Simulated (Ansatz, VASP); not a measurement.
GaSb2: VASP beside Ansatz

```xyz
6
Lattice="-3.6336 3.6336 2.7449 3.6336 -3.6336 2.7449 3.6336 3.6336 -2.7449" Properties=species:S:1:pos:R:3 pbc="T T T"
Ga    0.0000    0.0000    1.3725
Ga    0.0000    0.0000    4.1174
Sb    1.0210    4.6546    0.0000
Sb    2.6126    1.0210    0.0000
Sb    2.6126   -1.0210    2.7449
Sb    1.0210    2.6126    2.7449
```

Alike in both runs: task relaxation of cell and atoms; functional PBEsol; k mesh 8 × 8 × 8; occupations gaussian, width 0.1 eV; no spin polarisation.

```csv
,VASP,Ansatz
version,VASP 6.6.1,Ansatz 0.2.0
potentials or method,"VASP PAW PBE potentials, release 64 (Ga_d, Sb), cutoff 600 eV","scalar-relativistic, plane waves, PAW"
valence electrons in the cell,46,86
```

|  | VASP | Ansatz | Ansatz less VASP |
| --- | --- | --- | --- |
| gap on the k mesh at the Fermi level, each at its own relaxed structure (eV) | none | none | - |
| relaxed volume (Å³/atom) | 24.29 | 24.28 | -0.011 |
| relaxed cell length with the largest relative difference (Å) | 5.869 | 5.867 | -0.0015 |

VASP's potentials were made for PBE, not for PBEsol. A gap of «none» marks a metal or a gap that the smearing closes. VASP's potentials hold 46 valence electrons a cell and Ansatz's 86, so a difference there can come from the potentials and not from the codes.

Neither program's run includes spin-orbit coupling.
